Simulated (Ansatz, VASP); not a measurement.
## MgMn2Co2O8: VASP beside Ansatz

Contents of INCAR:

```
SYSTEM = MgMn2Co2O8
PREC     = Accurate       ! precision mode
ENCUT    = 750            ! plane-wave cutoff, eV
EDIFF    = 1E-8           ! SCF threshold, eV
ISMEAR   = -1             ! smearing method
SIGMA    = 0.02           ! smearing width, eV
LREAL    = .FALSE.        ! projectors in reciprocal space
LASPH    = .TRUE.         ! aspherical terms in the spheres
NELM     = 200            ! most SCF steps
ALGO     = Normal         ! electronic algorithm
ISIF     = 2              ! what is computed and relaxed
LWAVE    = .FALSE.        ! write WAVECAR
LCHARG   = .FALSE.        ! write CHGCAR
ISPIN    = 2              ! spin polarisation
MAGMOM   = 0 3 3 4 4 0 0 0 0 0 0 0 0 ! initial moments
LORBIT   = 11             ! projections on sites
LMAXMIX  = 4              ! l up to which the mixer works
GGA      = PE             ! functional
LEFG     = .TRUE.       
NBANDS   = 77             ! bands
GGA_COMPAT= .FALSE.
```

KPOINTS

```
Automatic mesh
0
G
  5 5 5
  0 0 0
```

Contents of POSCAR:

```
MgMn2Co2O8
1.0
   -2.8946014273      2.9183072264      4.0859217216
    2.8946014273     -2.9183072264      4.0859217216
    2.8946014273      2.9183072264     -4.0859217216
Mg Mn Co O
1 2 2 8
Direct
    0.9104770000      0.9104770000      0.0000000000
    0.7819830000      0.5361190000      0.2458640000
    0.2902550000      0.5361190000      0.7541360000
    0.2907240000      0.0442490000      0.7535250000
    0.2907240000      0.5371990000      0.2464750000
    0.0548010000      0.7753815000      0.2794195000
    0.4959620000      0.7753815000      0.7205805000
    0.0507280000      0.3265480000      0.2758200000
    0.0507280000      0.7749080000      0.7241800000
    0.5252620000      0.3041350000      0.7788730000
    0.5252620000      0.7463890000      0.2211270000
    0.0876520000      0.3041610000      0.7834910000
    0.5206700000      0.3041610000      0.2165090000
```

Input for Ansatz:

```yaml
crystal:
  lattice:
    - [-2.8946014273, 2.9183072264, 4.0859217216]
    - [2.8946014273, -2.9183072264, 4.0859217216]
    - [2.8946014273, 2.9183072264, -4.0859217216]
  atoms:
    - { symbol: Mg, position: [0.910477, 0.910477, 0.0] }
    - { symbol: Mn, position: [0.781983, 0.536119, 0.245864], spin: 3.0 }
    - { symbol: Mn, position: [0.290255, 0.536119, 0.754136], spin: 3.0 }
    - { symbol: Co, position: [0.290724, 0.044249, 0.753525], spin: 4.0 }
    - { symbol: Co, position: [0.290724, 0.537199, 0.246475], spin: 4.0 }
    - { symbol: O, position: [0.054801, 0.7753815, 0.2794195] }
    - { symbol: O, position: [0.495962, 0.7753815, 0.7205805] }
    - { symbol: O, position: [0.050728, 0.326548, 0.27582] }
    - { symbol: O, position: [0.050728, 0.774908, 0.72418] }
    - { symbol: O, position: [0.525262, 0.304135, 0.778873] }
    - { symbol: O, position: [0.525262, 0.746389, 0.221127] }
    - { symbol: O, position: [0.087652, 0.304161, 0.783491] }
    - { symbol: O, position: [0.52067, 0.304161, 0.216509] }
magnetization:
  spin_polarized: true
kpoints:
  mp_grid: { grid: [5, 5, 5] }
scf:
  occupations: { method: fermi_dirac, width: 0.02 }
hamiltonian:
  xc: pbe
  pseudopotentials: { kind: paw }
output:
  forces: true
  stress: true
  populations: true
  efg:
    quadrupole_moments_barn: { Mg: 0.1994, Mn: 0.33, Co: 0.42, O: -0.02558 }
    contact_densities: true
```

Alike in both runs: task electric field gradients; functional PBE; k mesh 5 × 5 × 5; occupations fermi-dirac, width 0.02 eV; collinear spin.

```csv
,VASP,Ansatz
version,VASP 6.6.1,Ansatz 0.2.0
potentials or method,"VASP PAW PBE potentials, release 64 (Mg_sv, Mn_sv, Co_sv, O)","plane-wave PAW, scalar-relativistic"
plane-wave cutoff (eV),750,420
valence electrons in the cell,122,122
```

|  | VASP | Ansatz | Ansatz less VASP |
| --- | --- | --- | --- |
| pressure (GPa) | -4.5 | -4.1 | +0.39 |
| traceless stress, the component that is largest in VASP (GPa) | 1.07 | 1.06 | -0.002 |
| rms of the force components (eV/Å) | 0.210 | 0.206 | -0.0034 |
| net moment per atom (μB) | 0.46 | 0.46 | 0.000 |
| size of the moment on the site where the two differ most (μB) | 2.71 | 2.48 | -0.233 |
| size of Vzz on the site where it differs most (V/Å²) | 22.8 | 21.0 | -1.84 |

Site moments also hang on the region over which each program counts them. Atom by atom the forces differ by 0.018 eV/Å (rms over components). Ansatz's warnings: given moment on shells.
